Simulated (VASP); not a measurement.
# W (I4/mmm) in VASP: further runs

The runs below take W through single point, with PBEsol.

All numbers are computed with VASP 6.6.1; they aren't measurements. Logs are shortened: lines on timing, memory, paths and dates and some standing lists are left out, and cuts for length are marked.

## Step 1: The cell of the first run

The structure is tetragonal, space group I4/mmm (No. 139). The conventional cell has a = 2.871 Å, b = 2.871 Å, c = 4.162 Å, α = 90.00°, β = 90.00°, γ = 90.00°. Within 3.8 Å of W (site symmetry 4/mmm) lie 12 W at 2.87 to 2.91 Å.

## Step 2: Single point, PBEsol (strain +0.0250 x Voigt [0, 1, 0, 0, 0, 0])

File INCAR:

```
SYSTEM = W
ALGO     = Fast           ! electronic algorithm
EDIFF    = 1E-6           ! SCF threshold, eV
ENCUT    = 520            ! plane-wave cutoff, eV
GGA      = PS             ! functional
ISIF     = 2              ! what is computed and relaxed
ISMEAR   = 0              ! smearing method
LASPH    = .True.         ! aspherical terms in the spheres
LCHARG   = .False.        ! write CHGCAR
LREAL    = .False.        ! projectors in reciprocal space
LWAVE    = .False.        ! write WAVECAR
NBANDS   = 13             ! bands
NELM     = 100            ! most SCF steps
PREC     = Accurate       ! precision mode
SIGMA    = 0.15           ! smearing width, eV
```

File KPOINTS:

```
k-points
0
Gamma
  20 20 20
  0 0 0
```

File POSCAR:

```
W
1.0
    0.0000000000      2.0807500000      2.0300000000
    2.0300000000      0.0000000000      2.0300000000
    2.0300000000      2.0807500000      0.0000000000
W
1
Direct
    0.0000000000      0.0000000000      0.0000000000
```

Potentials or basis: VASP PAW PBE potentials, release 64 (W_sv).

The run is started by

```
$ cat potpaw_PBE.64/W_sv/POTCAR > POTCAR
$ mpirun -np 1 vasp_std > vasp.out
```

OUTCAR:

```text
SYSTEM = W
   EDIFF = 1E-6
   ENCUT = 520
   GGA = PS
   ISIF = 2
   ISMEAR = 0
   LASPH = .True.
   LREAL = .False.
   NELM = 100
   PREC = Accurate

 ion  position               nearest neighbor table
   1  0.000  0.000  0.000-

  LATTYP: Found a body centered tetragonal cell.
 ALAT       =     2.8708535316
 C/A-ratio  =     1.4495689014

  Lattice vectors:

 A1 = (   0.0000000000,  -2.0807500000,   2.0300000000)
 A2 = (   0.0000000000,  -2.0807500000,  -2.0300000000)
 A3 = (   2.0300000000,   2.0807500000,   0.0000000000)

Analysis of symmetry for initial positions (statically):
=====================================================================
 Subroutine PRICEL returns:
 Original cell was already a primitive cell.

 Routine SETGRP: Setting up the symmetry group for a
 body centered tetragonal supercell.

 Subroutine GETGRP returns: Found 16 space group operations
 (whereof 16 operations were pure point group operations)
 out of a pool of 16 trial point group operations.

The static configuration has the point symmetry D_4h.

Analysis of symmetry for dynamics (positions and initial velocities):
=====================================================================
 Subroutine PRICEL returns:
 Original cell was already a primitive cell.

 Routine SETGRP: Setting up the symmetry group for a
 body centered tetragonal supercell.

 Subroutine GETGRP returns: Found 16 space group operations
 (whereof 16 operations were pure point group operations)
 out of a pool of 16 trial point group operations.

The dynamic configuration has the point symmetry D_4h.

 Subroutine INISYM returns: Found 16 space group operations
 (whereof 16 operations are pure point group operations),
 and found     1 'primitive' translations

----------------------------------------------------------------------------------------

                                     Primitive cell

  volume of cell :      17.1491

  direct lattice vectors                    reciprocal lattice vectors
     0.000000000  2.080750000  2.030000000    -0.246305419  0.240297969  0.246305419
     2.030000000  0.000000000  2.030000000     0.246305419 -0.240297969  0.246305419
     2.030000000  2.080750000  0.000000000     0.246305419  0.240297969 -0.246305419

  length of vectors
     2.906960709  2.870853532  2.906960709     0.423173526  0.423173526  0.423173526

  position of ions in fractional coordinates (direct lattice)
     0.000000000  0.000000000  0.000000000

  ion indices of the primitive-cell ions
   primitive index   ion index
                 1           1

----------------------------------------------------------------------------------------

 KPOINTS: k-points

Automatic generation of k-mesh.
 Grid dimensions read from file:
 generate k-points for:   20   20   20

 Generating k-lattice:

  Cartesian coordinates                     Fractional coordinates (reciprocal lattice)
    -0.012315271  0.012014898  0.012315271     0.050000000  0.000000000  0.000000000
     0.012315271 -0.012014898  0.012315271    -0.000000000  0.050000000 -0.000000000
     0.012315271  0.012014898 -0.012315271     0.000000000  0.000000000  0.050000000

  Length of vectors
     0.021158676  0.021158676  0.021158676

  Shift w.r.t. Gamma in fractional coordinates (k-lattice)
     0.000000000  0.000000000  0.000000000

 Subroutine IBZKPT returns following result:
 ===========================================

 Found    641 irreducible k-points:

 Following reciprocal coordinates:
            Coordinates               Weight
  0.000000  0.000000  0.000000      1.000000
  0.050000  0.000000 -0.000000      8.000000
  0.100000  0.000000  0.000000      8.000000
  0.150000  0.000000  0.000000      8.000000
  0.200000  0.000000  0.000000      8.000000
  0.250000  0.000000 -0.000000      8.000000
[... 16 lines left out ...]
 -0.400000  0.050000  0.000000     16.000000
 -0.350000  0.050000  0.000000     16.000000
 [... further k-points ...]
   k-points           NKPTS =    641   k-points in BZ     NKDIM =    641   number of bands    NBANDS=     13
   number of dos      NEDOS =    301   number of ions     NIONS =      1
   total plane-waves  NPLWV =  13824
   dimension x,y,z NGX =    24 NGY =   24 NGZ =   24
   dimension x,y,z NGXF=    48 NGYF=   48 NGZF=   48
   ions per type =               1
   NGX,Y,Z   is equivalent  to a cutoff of  13.73, 13.90, 13.73 a.u.
   NGXF,Y,Z  is equivalent  to a cutoff of  27.45, 27.80, 27.45 a.u.
 SYSTEM =  W
   PREC   = accura    normal or accurate (medium, high low for compatibility)
   ISTART =      0    job   : 0-new  1-cont  2-samecut
   ICHARG =      2    charge: 1-file 2-atom 10-const
   ISPIN  =      1    spin polarized calculation?
   LNONCOLLINEAR =      F non collinear calculations
   LSORBIT =      F    spin-orbit coupling
   LASPH  =      T    aspherical Exc in radial PAW
   ENCUT  =  520.0 eV  38.22 Ry    6.18 a.u.   5.41  5.34  5.41*2*pi/ulx,y,z
   NELM   =    100;   NELMIN=  2; NELMDL= -5     # of ELM steps
   EDIFF  = 0.1E-05   stopping-criterion for ELM
   LREAL  =      F    real-space projection
   EDIFFG = 0.1E-04   stopping-criterion for IOM
   NSW    =      0    number of steps for IOM
   IBRION =     -1    ionic relax: 0-MD 1-quasi-New 2-CG
   NFREE  =      0    steps in history (QN), initial steepest desc. (CG)
   ISIF   =      2    stress and relaxation
   ISYM   =      2    0-nonsym 1-usesym 2-fastsym
   POTIM  = 0.5000    time-step for ionic-motion
   TEBEG  =    0.0;   TEEND  =   0.0 temperature during run
   PSTRESS=    0.0 pullay stress
   NELECT =      14.0000    total number of electrons
   NUPDOWN=      -1.0000    fix difference up-down
   EMIN   =  10.00;   EMAX   =-10.00  energy-range for DOS
   EFERMI =   0.00;   METHOD = LEGACY
   ISMEAR =     0;   SIGMA  =   0.15  broadening in eV -4-tet -1-fermi 0-gaus
   EFERMI_NEDOS =   21; number of points for ismear=-14 and -15
   IALGO  =     68    algorithm
   IMIX   =      4    mixing-type and parameters
     AMIX     =   0.40;   BMIX     =  1.00
     AMIX_MAG =   1.60;   BMIX_MAG =  1.00
  volume/ion in A,a.u.               =      17.15       115.73
  Fermi-wavevector in a.u.,A,eV,Ry     =   1.530043  2.891361 31.851651  2.341030
  Thomas-Fermi vector in A             =   2.637580
   LORBIT       =      0    0 simple, 1 ext, 2 COOP (PROOUT), +10 PAW based schemes
   GGA     = PS    functional components
   LHFCALC =     F    Hartree Fock is set to
   AEXX    =    0.0000 exact exchange contribution
   IVDW    =     0    specifies the selected vdW correction
   LEPSILON=     F    determine dielectric tensor
   LRPA    =     F    only Hartree local field effects (RPA)
 non-spin polarized calculation
 RMM-DIIS sequential band-by-band and
 Gauss-broadening in eV      SIGMA  =   0.15
  energy-cutoff  :      520.00
  volume of cell :       17.15
 maximum number of plane-waves:       479
 NGX is ok and might be reduce to    24
   NGX = 11   NGY = 11   NGZ = 11

 number of electron      14.0000001 magnetization

 Free energy of the ion-electron system (eV)
  ---------------------------------------------------
  ext. energy  EPLUGINS =         0.00000000
  ---------------------------------------------------
  free energy    TOTEN  =       -13.25437998 eV

  energy without entropy =      -13.23919967  energy(sigma->0) =      -13.24678983

 E-fermi :   9.7428     XC(G=0): -13.3129

 val. band max:        9.7346716866   @ k =   0.4500   0.0500   0.0000
 cond. band min:       9.7429022867   @ k =   0.5000   0.3500   0.0500
 fundamental gap:      0.0082306001
 Fermi energy:         9.7427525948

 k-point     1 :       0.0000    0.0000    0.0000
  band No.  band energies     occupation
      1     -63.9984      2.00000
      2     -27.6895      2.00000
      3     -27.6673      2.00000
      4     -27.6673      2.00000
      5       0.9537      2.00000
      6       9.0105      2.00000
      7       9.3225      1.99993
      8       9.3225      1.99993
      9      11.8985      0.00000
     10      12.3631      0.00000
     11      22.5062      0.00000
     12      26.9649      0.00000
     13      27.7173      0.00000

 k-point     2 :       0.0500    0.0000   -0.0000
  band No.  band energies     occupation
      1     -63.9963      2.00000
      2     -27.7054      2.00000
      3     -27.6810      2.00000
      4     -27.6703      2.00000
      5       1.0586      2.00000
      6       9.0091      2.00000
      7       9.2916      1.99998
      8       9.3722      1.99952
      9      11.8598      0.00000
     10      12.3132      0.00000
     11      22.7171      0.00000
     12      26.8135      0.00000
     13      27.5556      0.00000

 k-point     3 :       0.1000    0.0000    0.0000
  band No.  band energies     occupation
      1     -63.9902      2.00000
      2     -27.7757      2.00000
      3     -27.6960      2.00000
      4     -27.6787      2.00000
      5       1.3649      2.00000
      6       8.8844      2.00000
      7       9.3289      1.99990
      8       9.5075      1.97347
      9      11.7719      0.00000
     10      12.1893      0.00000
     11      23.2996      0.00000
     12      25.9408      0.00000
     13      27.9756      0.00000

 k-point     4 :       0.1500    0.0000    0.0000
  band No.  band energies     occupation
      1     -63.9805      2.00000
      2     -27.8894      2.00000
      3     -27.7137      2.00000
      4     -27.6918      2.00000
      5       1.8459      2.00000
      6       8.6273      2.00000
      7       9.4547      1.99338
      8       9.6808      1.44091
      9      11.7190      0.00000
     10      12.0683      0.00000
     11      23.9620      0.00000
     12      25.0919      0.00000
     13      28.8441      0.00000

 k-point     5 :       0.2000    0.0000    0.0000
  band No.  band energies     occupation
      1     -63.9684      2.00000
      2     -28.0311      2.00000
      3     -27.7351      2.00000
      4     -27.7082      2.00000
      5       2.4512      2.00000
      6       8.3766      2.00000
      7       9.5257      1.95928
      8       9.8028      0.57155
      9      11.8248      0.00000
     10      12.0713      0.00000
     11      23.5022      0.00000
     12      25.5123      0.00000
     13      30.0050      0.00000
[... 257 lines left out ...]
 k-point    22 :      -0.4500    0.0500    0.0000
  band No.  band energies     occupation
      1     -63.9112      2.00000
      2     -28.6472      2.00000
      3     -27.8394      2.00000
      4     -27.7982      2.00000
      5       4.4388      2.00000
      6       8.8395      2.00000
      7       9.1243      2.00000
      8      10.0458      0.00427
      9      14.2926      0.00000
     10      14.6636      0.00000
     11      19.4293      0.00000
     12      22.4198      0.00000
     13      27.8525      0.00000

 k-point    23 :      -0.4000    0.0500    0.0000
  band No.  band energies     occupation
      1     -63.9162      2.00000
      2     -28.5948      2.00000
      3     -27.8311      2.00000
      4     -27.7915      2.00000
      5       4.3881      2.00000
      6       8.9106      2.00000
      7       9.2021      2.00000
      8       9.5655      1.90534
      9      13.8182      0.00000
     10      14.4211      0.00000
     11      20.0664      0.00000
     12      22.9246      0.00000
     13      28.3169      0.00000

 k-point    24 :      -0.3500    0.0500    0.0000
  band No.  band energies     occupation
      1     -63.9248      2.00000
      2     -28.5028      2.00000
      3     -27.8172      2.00000
      4     -27.7787      2.00000
      5       4.2376      2.00000
      6       8.8408      2.00000
      7       9.1004      2.00000
      8       9.3926      1.99904
      9      13.1850      0.00000
     10      13.9613      0.00000
     11      20.8876      0.00000
     12      23.9112      0.00000
     13      29.2112      0.00000

 [... further k-points ...]

------------------------ aborting loop because EDIFF is reached ----------------------------------------

  FORCE on cell =-STRESS in cart. coord.  units (eV):
  Direction    XX          YY          ZZ          XY          YZ          ZX
  --------------------------------------------------------------------------------------
  -------------------------------------------------------------------------------------
  Total       -2.1772085     -1.4485602     -2.1772085     -0.0000000     -0.0000000      0.0000000
  in kB     -203.4082818   -135.3334473   -203.4082818     -0.0000000     -0.0000000      0.0000000
  external PRESSURE =    -180.7166703 kB  Pullay stress =       0.0000000 kB

 VOLUME and BASIS-vectors are now :
 -----------------------------------------------------------------------------
  energy-cutoff  :      520.00
  volume of cell :       17.15
      direct lattice vectors                 reciprocal lattice vectors
     0.000000000  2.080750000  2.030000000    -0.246305419  0.240297969  0.246305419
     2.030000000  0.000000000  2.030000000     0.246305419 -0.240297969  0.246305419
     2.030000000  2.080750000  0.000000000     0.246305419  0.240297969 -0.246305419

 POSITION                                       TOTAL-FORCE (eV/Angst)
 -----------------------------------------------------------------------------------
      0.00000      0.00000      0.00000         0.000000      0.000000      0.000000
 -----------------------------------------------------------------------------------
    total drift:                               -0.000000     -0.000000     -0.000000

  FREE ENERGIE OF THE ION-ELECTRON SYSTEM (eV)
  ---------------------------------------------------
  free  energy   TOTEN  =       -13.2543799781 eV

  energy  without entropy=      -13.2391996749  energy(sigma->0) =      -13.24678983
```

Run time: 4.4 min. Hardware: 1 thread of AMD EPYC 7R13, shared host; peak memory 0.22 GiB.

Results:

```
Free energy            : -13.2544 eV
Pressure               : -18.1 GPa
Band gap on the k mesh : zero (band 7 reaches 12.72 eV, above the bottom of band 8 at 9.26 eV)
```

Caveat: the cell differs from its parent crystal (strain +0.0250 x Voigt [0, 1, 0, 0, 0, 0]); the PAW data sets were made with another functional, which shifts forces and pressure a little; spin-orbit coupling is left out, which moves the levels of the heavy elements.

[end of part 1 of 2]
